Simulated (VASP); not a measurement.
# B2P3 (Cmmm) in VASP: further runs

B2P3 is run at these levels: PBE; tasks: single point, relaxation of cell and atoms.

Everything below comes from runs of VASP 6.6.1. Logs are shortened: lines on timing, memory, paths and dates and some standing lists are left out, and cuts for length are marked.

## Step 1: The cell of the first run

It takes space group Cmmm (No. 65, orthorhombic). Conventional cell: a = 4.167 Å, b = 4.527 Å, c = 6.024 Å, α = 90.00°, β = 90.00°, γ = 90.00°. B (site symmetry m2m) has 3 B at 1.73 to 2.15 Å and 2 P at 2.01 Å within 2.3 Å. Within 2.9 Å of P (site symmetry mm2) lie 6 B at 2.01 to 2.68 Å and 5 P at 2.61 to 2.88 Å. P (site symmetry mmm) has 12 P at 2.61 to 3.08 Å and 4 B at 3.13 Å within 3.4 Å.

The cell was built from a structure type or drawn by symmetry, and may not be a known phase.

## Step 2: Single point, PBE

The input, INCAR:

```
SYSTEM = B2P3
PREC = Accurate
ENCUT = 520
EDIFF = 1E-6
ISMEAR = 0
SIGMA = 0.1
LREAL = .FALSE.
LASPH = .TRUE.
NELM = 80
ALGO = Normal
ISIF = 2
LWAVE = .FALSE.
LCHARG = .FALSE.
GGA = PE
NBANDS = 18
```

The input, KPOINTS:

```
Automatic mesh
0
G
  4 4 4
  0 0 0
```

The input, POSCAR:

```
B2P3
1.0
    2.0833900363     -2.2632509145      0.0000000000
    2.0833900363      2.2632509145      0.0000000000
    0.0000000000      0.0000000000      6.0235211091
B P
2 3
Direct
    0.1914512442      0.8085487558      0.0000000000
    0.8085487558      0.1914512442      0.0000000000
    0.5000000000      0.5000000000      0.7608292184
    0.5000000000      0.5000000000      0.2391707816
    0.0000000000      0.0000000000      0.5000000000
```

Potentials or basis: VASP PAW PBE potentials, release 64 (B, P).

The run is started by

```sh
$ cat potpaw_PBE.64/B/POTCAR potpaw_PBE.64/P/POTCAR > POTCAR
$ mpirun -np 1 vasp_std > vasp.out
```

OUTCAR:

```text
SYSTEM = B2P3
   PREC = Accurate
   ENCUT = 520
   EDIFF = 1E-6
   ISMEAR = 0
   LREAL = .FALSE.
   LASPH = .TRUE.
   NELM = 80
   ISIF = 2
   GGA = PE

 ion  position               nearest neighbor table
   1  0.191  0.809  0.000-   2 1.73   3 2.01   4 2.01   2 2.15   2 2.15
   2  0.809  0.191  0.000-   1 1.73   3 2.01   4 2.01   1 2.15   1 2.15
   3  0.500  0.500  0.761-   1 2.01   2 2.01   5 2.61   5 2.61   5 2.76   5 2.76   4 2.88
   4  0.500  0.500  0.239-   1 2.01   2 2.01   5 2.61   5 2.61   5 2.76   5 2.76   3 2.88
   5  0.000  0.000  0.500-   3 2.61   4 2.61   3 2.61   4 2.61   3 2.76   4 2.76   3 2.76   4 2.76

  LATTYP: Found a base centered orthorhombic cell.
 ALAT       =     4.1667800726
 B/A-ratio  =     1.0863308718
 C/A-ratio  =     1.4456057205

  Lattice vectors:

 A1 = (   2.0833900363,  -2.2632509145,   0.0000000000)
 A2 = (   2.0833900363,   2.2632509145,   0.0000000000)
 A3 = (   0.0000000000,   0.0000000000,   6.0235211091)

Analysis of symmetry for initial positions (statically):
=====================================================================
 Subroutine PRICEL returns:
 Original cell was already a primitive cell.

 Routine SETGRP: Setting up the symmetry group for a
 base centered orthorhombic supercell.

 Subroutine GETGRP returns: Found  8 space group operations
 (whereof  8 operations were pure point group operations)
 out of a pool of  8 trial point group operations.

The static configuration has the point symmetry D_2h.

Analysis of symmetry for dynamics (positions and initial velocities):
=====================================================================
 Subroutine PRICEL returns:
 Original cell was already a primitive cell.

 Routine SETGRP: Setting up the symmetry group for a
 base centered orthorhombic supercell.

 Subroutine GETGRP returns: Found  8 space group operations
 (whereof  8 operations were pure point group operations)
 out of a pool of  8 trial point group operations.

The dynamic configuration has the point symmetry D_2h.

 Subroutine INISYM returns: Found  8 space group operations
 (whereof  8 operations are pure point group operations),
 and found     1 'primitive' translations

----------------------------------------------------------------------------------------

                                     Primitive cell

  volume of cell :      56.8046

  direct lattice vectors                    reciprocal lattice vectors
     2.083390036 -2.263250914  0.000000000     0.239993468 -0.220921152  0.000000000
     2.083390036  2.263250914  0.000000000     0.239993468  0.220921152  0.000000000
     0.000000000  0.000000000  6.023521109     0.000000000  0.000000000  0.166015854

  length of vectors
     3.076169492  3.076169492  6.023521109     0.326194758  0.326194758  0.166015854

  position of ions in fractional coordinates (direct lattice)
     0.191451244  0.808548756  0.000000000
     0.808548756  0.191451244  0.000000000
     0.500000000  0.500000000  0.760829218
     0.500000000  0.500000000  0.239170782
     0.000000000  0.000000000  0.500000000

  ion indices of the primitive-cell ions
   primitive index   ion index
                 1           1
                 2           2
                 3           3
                 4           4
                 5           5

----------------------------------------------------------------------------------------

 KPOINTS: Automatic mesh

Automatic generation of k-mesh.
 Grid dimensions read from file:
 generate k-points for:    4    4    4

 Generating k-lattice:

  Cartesian coordinates                     Fractional coordinates (reciprocal lattice)
     0.059998367 -0.055230288  0.000000000     0.250000000  0.000000000  0.000000000
     0.059998367  0.055230288  0.000000000     0.000000000  0.250000000  0.000000000
     0.000000000  0.000000000  0.041503963     0.000000000  0.000000000  0.250000000

  Length of vectors
     0.081548690  0.081548690  0.041503963

  Shift w.r.t. Gamma in fractional coordinates (k-lattice)
     0.000000000  0.000000000  0.000000000

 Subroutine IBZKPT returns following result:
 ===========================================

 Found     21 irreducible k-points:

 Following reciprocal coordinates:
            Coordinates               Weight
  0.000000  0.000000  0.000000      1.000000
  0.250000  0.000000  0.000000      4.000000
  0.500000  0.000000  0.000000      2.000000
  0.250000  0.250000  0.000000      2.000000
  0.500000  0.250000  0.000000      4.000000
 -0.250000  0.250000  0.000000      2.000000
[... 13 lines left out ...]
 -0.250000  0.250000  0.500000      2.000000
  0.500000  0.500000  0.500000      1.000000
   k-points           NKPTS =     21   k-points in BZ     NKDIM =     21   number of bands    NBANDS=     18
   number of dos      NEDOS =    301   number of ions     NIONS =      5
   total plane-waves  NPLWV =  27648
   dimension x,y,z NGX =    24 NGY =   24 NGZ =   48
   dimension x,y,z NGXF=    48 NGYF=   48 NGZF=   96
   ions per type =               2   3
   NGX,Y,Z   is equivalent  to a cutoff of  12.97, 12.97, 13.25 a.u.
   NGXF,Y,Z  is equivalent  to a cutoff of  25.94, 25.94, 26.50 a.u.
 SYSTEM =  B2P3
   PREC   = accura    normal or accurate (medium, high low for compatibility)
   ISTART =      0    job   : 0-new  1-cont  2-samecut
   ICHARG =      2    charge: 1-file 2-atom 10-const
   ISPIN  =      1    spin polarized calculation?
   LNONCOLLINEAR =      F non collinear calculations
   LSORBIT =      F    spin-orbit coupling
   LASPH  =      T    aspherical Exc in radial PAW
   ENCUT  =  520.0 eV  38.22 Ry    6.18 a.u.   5.72  5.72 11.20*2*pi/ulx,y,z
   NELM   =     80;   NELMIN=  2; NELMDL= -5     # of ELM steps
   EDIFF  = 0.1E-05   stopping-criterion for ELM
   LREAL  =      F    real-space projection
   EDIFFG = 0.1E-04   stopping-criterion for IOM
   NSW    =      0    number of steps for IOM
   IBRION =     -1    ionic relax: 0-MD 1-quasi-New 2-CG
   NFREE  =      0    steps in history (QN), initial steepest desc. (CG)
   ISIF   =      2    stress and relaxation
   ISYM   =      2    0-nonsym 1-usesym 2-fastsym
   POTIM  = 0.5000    time-step for ionic-motion
   TEBEG  =    0.0;   TEEND  =   0.0 temperature during run
   PSTRESS=    0.0 pullay stress
   NELECT =      21.0000    total number of electrons
   NUPDOWN=      -1.0000    fix difference up-down
   EMIN   =  10.00;   EMAX   =-10.00  energy-range for DOS
   EFERMI =   0.00;   METHOD = LEGACY
   ISMEAR =     0;   SIGMA  =   0.10  broadening in eV -4-tet -1-fermi 0-gaus
   EFERMI_NEDOS =   21; number of points for ismear=-14 and -15
   IALGO  =     38    algorithm
   IMIX   =      4    mixing-type and parameters
     AMIX     =   0.40;   BMIX     =  1.00
     AMIX_MAG =   1.60;   BMIX_MAG =  1.00
  volume/ion in A,a.u.               =      11.36        76.67
  Fermi-wavevector in a.u.,A,eV,Ry     =   1.174952  2.220337 18.783000  1.380512
  Thomas-Fermi vector in A             =   2.311340
   LORBIT       =      0    0 simple, 1 ext, 2 COOP (PROOUT), +10 PAW based schemes
   GGA     = PE    functional components
   LHFCALC =     F    Hartree Fock is set to
   AEXX    =    0.0000 exact exchange contribution
   IVDW    =     0    specifies the selected vdW correction
   LEPSILON=     F    determine dielectric tensor
   LRPA    =     F    only Hartree local field effects (RPA)
 non-spin polarized calculation
 Gauss-broadening in eV      SIGMA  =   0.10
  energy-cutoff  :      520.00
  volume of cell :       56.80
 maximum number of plane-waves:      1548
 NGX is ok and might be reduce to    24
   NGX = 11   NGY = 11   NGZ = 23

 number of electron      20.9999997 magnetization

 Free energy of the ion-electron system (eV)
  ---------------------------------------------------
  ext. energy  EPLUGINS =         0.00000000
  ---------------------------------------------------
  free energy    TOTEN  =       -26.25144496 eV

  energy without entropy =      -26.23978651  energy(sigma->0) =      -26.24561573

 E-fermi :   9.0585     XC(G=0): -11.6524

 val. band max:        9.0581730348   @ k =   0.5000   0.0000   0.0000
 cond. band min:       9.0722908641   @ k =   0.5000   0.2500   0.0000
 fundamental gap:      0.0141178293
 Fermi energy:         9.0584743942

 k-point     1 :       0.0000    0.0000    0.0000
  band No.  band energies     occupation
      1      -7.2150      2.00000
      2      -3.6252      2.00000
      3      -3.3750      2.00000
      4       4.9726      2.00000
      5       6.0721      2.00000
      6       6.1089      2.00000
[... 10 lines left out ...]
     17      15.2026      0.00000
     18      17.3559      0.00000

 k-point     2 :       0.2500    0.0000    0.0000
  band No.  band energies     occupation
      1      -6.3613      2.00000
      2      -2.7822      2.00000
      3      -2.6166      2.00000
      4       1.0430      2.00000
      5       4.2273      2.00000
      6       4.8165      2.00000
[... 10 lines left out ...]
     17      14.8162      0.00000
     18      16.0611      0.00000

 k-point     3 :       0.5000    0.0000    0.0000
  band No.  band energies     occupation
      1      -4.4981      2.00000
      2      -2.9258      2.00000
      3      -1.1518      2.00000
      4       0.1000      2.00000
      5       0.5802      2.00000
      6       1.5929      2.00000
[... 10 lines left out ...]
     17      14.9197      0.00000
     18      15.2888      0.00000

 k-point     4 :       0.2500    0.2500    0.0000
  band No.  band energies     occupation
      1      -5.3711      2.00000
      2      -1.8408      2.00000
      3      -1.7715      2.00000
      4       1.0914      2.00000
      5       1.8298      2.00000
      6       3.7677      2.00000
[... 10 lines left out ...]
     17      15.4301      0.00000
     18      15.8022      0.00000

 k-point     5 :       0.5000    0.2500    0.0000
  band No.  band energies     occupation
      1      -3.7489      2.00000
      2      -2.0316      2.00000
      3      -0.3975      2.00000
      4       0.6235      2.00000
      5       1.5598      2.00000
      6       2.4511      2.00000
[... 10 lines left out ...]
     17      16.9598      0.00000
     18      17.0428      0.00000

 k-point     6 :      -0.2500    0.2500    0.0000
  band No.  band energies     occupation
      1      -5.6617      2.00000
      2      -2.0668      2.00000
      3      -1.9747      2.00000
      4       1.8772      2.00000
      5       2.8569      2.00000
      6       5.0667      2.00000
[... 10 lines left out ...]
     17      15.8299      0.00000
     18      17.1193      0.00000

 k-point     7 :       0.5000    0.5000    0.0000
  band No.  band energies     occupation
      1      -2.3251      2.00000
      2       0.0322      2.00000
      3       0.1124      2.00000
      4       0.9509      2.00000
      5       1.2164      2.00000
      6       2.6640      2.00000
[... 10 lines left out ...]
     17      14.9774      0.00000
     18      15.4546      0.00000

 k-point     8 :       0.0000    0.0000    0.2500
  band No.  band energies     occupation
      1      -6.9877      2.00000
      2      -5.0949      2.00000
      3      -1.4976      2.00000
      4       3.6435      2.00000
      5       5.4838      2.00000
      6       6.2537      2.00000
[... 10 lines left out ...]
     17      16.4160      0.00000
     18      16.7334      0.00000
[... 166 lines left out ...]
     17      15.5101      0.00000
     18      16.6264      0.00000

 k-point    17 :       0.5000    0.0000    0.5000
  band No.  band energies     occupation
      1      -4.1239      2.00000
      2      -2.6070      2.00000
      3      -2.4257      2.00000
      4      -1.5007      2.00000
      5       4.2335      2.00000
      6       4.2505      2.00000
[... 10 lines left out ...]
     17      15.7161      0.00000
     18      17.1825      0.00000

 k-point    18 :       0.2500    0.2500    0.5000
  band No.  band energies     occupation
      1      -4.7398      2.00000
      2      -4.1106      2.00000
      3       0.6124      2.00000
      4       1.6548      2.00000
      5       2.1738      2.00000
      6       3.3942      2.00000
[... 10 lines left out ...]
     17      15.3161      0.00000
     18      18.2787      0.00000

 k-point    19 :       0.5000    0.2500    0.5000
  band No.  band energies     occupation
      1      -3.3757      2.00000
      2      -1.9952      2.00000
      3      -1.3469      2.00000
      4      -0.6828      2.00000
      5       3.6018      2.00000
      6       4.2239      2.00000
[... 10 lines left out ...]
     17      17.0660      0.00000
     18      17.3851      0.00000

 k-point    20 :      -0.2500    0.2500    0.5000
  band No.  band energies     occupation
      1      -5.0000      2.00000
      2      -4.4247      2.00000
      3       1.0722      2.00000
      4       2.3624      2.00000
      5       3.1111      2.00000
      6       3.3782      2.00000
[... 10 lines left out ...]
     17      15.5127      0.00000
     18      16.3682      0.00000

 k-point    21 :       0.5000    0.5000    0.5000
  band No.  band energies     occupation
      1      -1.9894      2.00000
      2      -0.5873      2.00000
      3       0.5134      2.00000
      4       0.6525      2.00000
      5       1.7114      2.00000
      6       1.7901      2.00000
[... 10 lines left out ...]
     17      19.1090      0.00000
     18      19.7432      0.00000

------------------------ aborting loop because EDIFF is reached ----------------------------------------

  FORCE on cell =-STRESS in cart. coord.  units (eV):
  Direction    XX          YY          ZZ          XY          YZ          ZX
  --------------------------------------------------------------------------------------
  -------------------------------------------------------------------------------------
  Total       -0.0669720     -0.0558535     -0.1039263      0.0000000      0.0000000      0.0000000
  in kB       -1.8889477     -1.5753516     -2.9312476      0.0000000      0.0000000      0.0000000
  external PRESSURE =      -2.1318490 kB  Pullay stress =       0.0000000 kB

 VOLUME and BASIS-vectors are now :
 -----------------------------------------------------------------------------
  energy-cutoff  :      520.00
  volume of cell :       56.80
      direct lattice vectors                 reciprocal lattice vectors
     2.083390036 -2.263250914  0.000000000     0.239993468 -0.220921152  0.000000000
     2.083390036  2.263250914  0.000000000     0.239993468  0.220921152  0.000000000
     0.000000000  0.000000000  6.023521109     0.000000000  0.000000000  0.166015854

 POSITION                                       TOTAL-FORCE (eV/Angst)
 -----------------------------------------------------------------------------------
      2.08339      1.39665      0.00000         0.000000     -0.008121      0.000000
      2.08339     -1.39665      0.00000         0.000000      0.008121      0.000000
      2.08339      0.00000      4.58287         0.000000      0.000000      0.021522
      2.08339      0.00000      1.44065        -0.000000      0.000000     -0.021522
      0.00000      0.00000      3.01176         0.000000      0.000000      0.000000
 -----------------------------------------------------------------------------------
    total drift:                               -0.000000     -0.000000     -0.000000

  FREE ENERGIE OF THE ION-ELECTRON SYSTEM (eV)
  ---------------------------------------------------
  free  energy   TOTEN  =       -26.2514449593 eV

  energy  without entropy=      -26.2397865071  energy(sigma->0) =      -26.24561573
```

It took 7.3 s on 1 thread of Intel Xeon 6975P-C (Granite Rapids), shared host; peak memory 0.14 GiB.

What came out:

```
Free energy            : -26.2514 eV
Pressure               : -0.2 GPa
Largest force          : 0.022 eV/Å
Band gap on the k mesh : zero (an odd number of electrons rules out a gap without spin polarisation)
```

Forces in eV/Å, atoms in the order of the input:
```
B    0.000 -0.008  0.000
B    0.000  0.008  0.000
P    0.000  0.000  0.022
P    0.000  0.000 -0.022
P    0.000  0.000  0.000
```

Caveat: the k points lie up to 0.51 Å⁻¹ apart, too coarse for converged energies and pressures of a metal.

## Step 3: Single point, PBE

This run uses another cell than the first one, of 17.55 Å³/atom.

The input, INCAR:

```
SYSTEM = B2P3
ALGO = Normal ; EDIFF = 1E-6
ENCUT = 520 ; GGA = PE
ISIF = 2 ; ISMEAR = 0
LASPH = .True. ; LCHARG = .False.
LREAL = .False. ; LWAVE = .False.
NBANDS = 18 ; NELM = 60
PREC = Accurate ; SIGMA = 0.1
```

The input, KPOINTS:

```
k-points
0
Gamma
  4 4 4
  0 0 0
```

The input, POSCAR:

```
B2P3
1.0
    2.6711082500     -3.3680226600      0.0000000000
    2.6711082500      3.3680226600      0.0000000000
    0.0000000000      0.0000000000      4.8755986800
B P
2 3
Direct
    0.1671284500      0.8328715500      0.0000000000
    0.8328715500      0.1671284500      0.0000000000
    0.5000000000      0.5000000000      0.6991788400
    0.5000000000      0.5000000000      0.3008211600
    0.0000000000      0.0000000000      0.5000000000
```

Potentials or basis: VASP PAW PBE potentials, release 64 (B, P).

The run is started by

```sh
$ cat potpaw_PBE.64/B/POTCAR potpaw_PBE.64/P/POTCAR > POTCAR
$ mpirun -np 1 vasp_std > vasp.out
```

It took 9.6 s on 1 thread of Intel Xeon 6975P-C (Granite Rapids), shared host; peak memory 0.16 GiB.

It converged, with:

```
Free energy            : -20.5936 eV
Pressure               : -11.5 GPa
Largest force          : 3.250 eV/Å
Band gap on the k mesh : zero (an odd number of electrons rules out a gap without spin polarisation)
```

Forces on the atoms (eV/Å):
```
B    0.000  0.690  0.000
B    0.000 -0.690  0.000
P    0.000  0.000  3.250
P    0.000  0.000 -3.250
P    0.000  0.000  0.000
```

Stress tensor (GPa, compression positive):
```
-10.43   0.00   0.00
  0.00 -20.53   0.00
  0.00   0.00  -3.69
```

Levels at points of the mesh, in eV from the Fermi level:
```
           k point  band 7  band 8  band 9  band 10  band 11  band 12  band 13  band 14  band 15  band 16
(0.00, 0.00, 0.00)   -2.84   -1.89   -0.98    -0.40     0.68     0.78     1.01     1.24     2.46     3.69
(0.50, 0.00, 0.00)   -3.46   -2.78   -1.73    -0.91     0.73     1.01     1.23     1.87     2.41     3.13
(0.50, 0.50, 0.00)   -4.25   -2.83   -1.62    -1.41    -0.60     0.42     1.15     2.65     4.26     5.20
(0.00, 0.00, 0.50)   -2.62   -1.73   -0.85    -0.47    -0.33    -0.06     1.50     2.15     2.61     3.86
(0.50, 0.00, 0.50)   -2.59   -2.27   -1.26    -0.78    -0.24     0.76     1.17     2.05     2.06     3.31
(0.50, 0.50, 0.50)   -5.06   -3.23   -0.89     1.53     1.55     2.25     2.27     3.15     3.51     3.78
```

Caveat: the k points lie up to 0.38 Å⁻¹ apart, too coarse for converged energies and pressures of a metal; forces of over 1 eV/Å act on the atoms, so gaps and moduli don't describe the material at rest.

(Continued in part 2 of 2.)
